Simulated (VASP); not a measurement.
Wanted: the native input for a VASP 6.6.1 run.

| Item | Value |
| --- | --- |
| Task | single point |
| Functional | PBEsol |
| Potentials or basis | VASP PAW PBE potentials, release 64 (Ta_pv, N) |
| Cutoff | 520 eV |
| k mesh | 20 × 20 × 20 |
| Occupations | gaussian, width 0.15 eV |
| Spin | no spin polarisation |
| Dipole correction | no |
| Further INCAR settings | ALGO = Normal; EDIFF = 1e-07; NBANDS = 15 |

The structure of TaN lies in POSCAR:

```
TaN
1.0
   -0.1720108077      2.0853488737      2.0853488737
    2.0853488737     -0.1720108077      2.0853488737
    2.0853488737      2.0853488737     -0.1720108077
Ta N
1 1
Direct
    0.5000000000      0.5000000000      0.5000000000
    0.0000000000      0.0000000000      0.0000000000
```

One way to write it, as run:

INCAR

```
PREC     = Accurate       # precision mode
ENCUT    = 520            # plane-wave cutoff, eV
EDIFF    = 1E-7           # SCF threshold, eV
ISMEAR   = 0              # smearing method
SIGMA    = 0.15           # smearing width, eV
LREAL    = F              # projectors in reciprocal space
LASPH    = T              # aspherical terms in the spheres
NELM     = 100            # most SCF steps
ALGO     = Normal         # electronic algorithm
ISIF     = 2              # what is computed and relaxed
LWAVE    = F              # write WAVECAR
LCHARG   = F              # write CHGCAR
GGA      = PS             # functional
NBANDS   = 15             # bands
```

KPOINTS

```
regular mesh
0
Gamma
  20 20 20
```

Potentials or basis: VASP PAW PBE potentials, release 64 (Ta_pv, N).

The run is started by

```bash
$ cat potpaw_PBE.64/Ta_pv/POTCAR potpaw_PBE.64/N/POTCAR > POTCAR
$ mpirun -np 1 vasp_std > vasp.out
```

Results of the run:

```json
{
  "Pressure": "12.0 GPa",
  "Band gap on the k mesh": "zero (band 8 reaches 12.44 eV, above the bottom of band 9 at 6.83 eV)"
}
```

Caveat: the PAW data sets were made with another functional, which shifts forces and pressure a little; spin-orbit coupling is left out, which moves the levels of the heavy elements.

It took 2.3 min on 1 thread of Intel Xeon 6975P-C (shared host), peak memory 0.35 GiB.
